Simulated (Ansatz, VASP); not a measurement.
## BeTl in VASP and in Ansatz

```
Be Tl
1.0
     1.75525    3.04020    0.00000
    -3.51051    0.00000    0.00000
     0.00000    0.00000    9.33879
Be Tl
2 2
Cartesian
  0.0000 2.0268 2.3347
  -1.7553 1.0134 7.0041
  0.0000 2.0268 7.0041
  -1.7553 1.0134 2.3347
```

Alike in both runs: task single point; functional PBE; k mesh 8 × 8 × 3; no spin polarisation.

|  | VASP | Ansatz |
| --- | --- | --- |
| version | VASP 6.6.1 | Ansatz 0.2.0 |
| potentials or method | VASP PAW PBE potentials, release 64 (Be, Tl_d), cutoff 520 eV | PAW plane waves |
| occupations | methfessel-paxton of order 1, width 0.0494 eV | cold, width 0.0494 eV |
| valence electrons in the cell | 30 | 30 |

|  | VASP | Ansatz | Ansatz less VASP |
| --- | --- | --- | --- |
| pressure (GPa) | 25.7 | 25.9 | +0.13 |
| traceless stress, the component that is largest in VASP (GPa) | -26.98 | -27.09 | -0.104 |

Ansatz's warnings: structure snapped to symmetry.

Neither program's run includes spin-orbit coupling.
